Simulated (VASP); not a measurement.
# AlN: single point with PBE

Crystal: AlN.

```
Al N
1.0
     0.02185    2.20673    2.20673
     2.20673    0.02185    2.20673
     2.20673    2.20673    0.02185
Al N
1 1
Direct
  0.00060 0.00060 0.00060
  0.24940 0.24940 0.24940
```

This cell differs from its parent crystal: strain along [111] +1.5%.

```yaml
Program: VASP 6.6.1
Task: single point
Functional: PBE
Potentials_or_basis: VASP PAW PBE potentials, release 64 (Al, N)
Cutoff: 520 eV
k_mesh: 10 × 10 × 10
Occupations: fermi-dirac, width 0.02 eV
Spin: no spin polarisation
```

```json
{
 "Pressure": "1.3 GPa",
 "Largest force": "0.013 eV/Å",
 "Band gap on the k mesh": "3.26 eV, indirect (least direct gap 4.01 eV)"
}
```

Forces on the atoms (eV/Å):
```
Al   0.007  0.007  0.007
N   -0.007 -0.007 -0.007
```

Stress tensor (GPa, compression positive):
```
 1.29 -1.85 -1.85
-1.85  1.29 -1.85
-1.85 -1.85  1.29
```

Levels at points of the mesh, in eV from the valence-band top:
```csv
k point,band 2,band 3,band 4,band 5,band 6,band 7
"(0.00, 0.00, 0.00)",-0.12,0.00,0.00,4.01,12.11,12.49
"(0.50, 0.00, 0.00)",-5.81,-0.57,-0.51,7.15,9.70,10.87
"(0.50, 0.50, 0.00)",-4.89,-1.87,-1.73,3.26,8.48,13.69
"(0.50, 0.50, 0.50)",-5.89,-0.45,-0.45,7.32,9.70,11.17
```

Wall time 14 s on 1 thread of Intel Xeon 6975P-C, on a shared host, peak memory 0.15 GiB.

Caveat: the cell differs from its parent crystal (strain along [111] +1.5%). A k mesh can miss the band edges.
